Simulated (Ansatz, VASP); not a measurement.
# PbS: VASP beside Ansatz

```
Pb S
1.0
     3.47098    0.00000    0.00000
     0.00000    3.47098    0.00000
     0.00000    0.00000    3.83634
Pb S
1 1
Direct
  0.00000 0.00000 0.00000
  0.50000 0.50000 0.50000
```

Change from the starting cell: strain -0.050 along x and y, +0.050 along z, atoms carried along.

Alike in both runs: task single point; functional PBEsol; k mesh 14 × 14 × 14; occupations gaussian, width 0.15 eV; no spin polarisation.

```csv
,VASP,Ansatz
version,VASP 6.6.1,Ansatz 0.2.0
potentials or method,"VASP PAW PBE potentials, release 64 (Pb_d, S), cutoff 520 eV","scalar-relativistic, plane waves, PAW"
valence electrons in the cell,20,20
```

Ansatz gave:

* gap on the k mesh at the Fermi level (eV): none
* pressure (GPa): -0.4
* traceless stress, the component that is largest in VASP (GPa): -5.78

Estimate VASP's values.

gap on the k mesh at the Fermi level (eV): none; pressure (GPa): -0.4; traceless stress, the component that is largest in VASP (GPa): -5.77.

VASP's potentials were made for PBE, not for PBEsol. A gap of «none» marks a metal or a gap that the smearing closes.

Spin-orbit coupling is off throughout.
